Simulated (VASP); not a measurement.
Input of a VASP 6.6.1 run:

POSCAR

```
As
1.0
    1.7944840584      1.0360458541      5.2316436640
   -1.7944840584      1.0360458541      5.2316436640
    0.0000000000     -2.0720917083      5.2316436640
As
2
Direct
    0.7898053310      0.7898053310      0.7898053310
    0.2101946690      0.2101946690      0.2101946690
```

INCAR.step1

```
SYSTEM = As
  ALGO = Normal
  EDIFF = 1E-5
  ENCUT = 660
  GGA = PE
  GGA_COMPAT = .False.
  ISMEAR = 0
  LASPH = .True.
  LCHARG = .False.
  LREAL = .False.
  LWAVE = .True.
  NBANDS = 22
  NELM = 120
  PREC = Accurate
  SIGMA = 0.02
```

INCAR.step2

```
SYSTEM = As
  ALGO = Normal
  EDIFF = 1E-6
  ENCUT = 660
  GGA_COMPAT = .False.
  ISIF = 2
  ISMEAR = 0
  ISTART = 1
  LASPH = .True.
  LCHARG = .False.
  LMIXTAU = .True.
  LREAL = .False.
  LWAVE = .False.
  METAGGA = R2SCAN
  NBANDS = 22
  NELM = 120
  PREC = Accurate
  SIGMA = 0.02
```

Contents of KPOINTS:

```
k-points
0
Gamma
  9 9 9
  0 0 0
```

Potentials or basis: VASP PAW PBE potentials, release 64 (As_d).

Run with:

```sh
$ cat potpaw_PBE.64/As_d/POTCAR > POTCAR
$ cp INCAR.step1 INCAR
$ mpirun -np 1 vasp_std > vasp.out
$ cp INCAR.step2 INCAR
$ mpirun -np 1 vasp_std > vasp.out
```

(1) Predict the pressure.

(2) Estimate the largest force.

(3) What does it give for the band gap on the k mesh?

Answers

(1) -0.1 GPa.

(2) 0.032 eV/Å.

(3) 0.86 eV (least direct gap 1.55 eV).

Caveat: the PAW data sets were made with another functional, which shifts forces and pressure a little; an odd mesh through Γ misses points on the zone boundary, where band edges can lie.
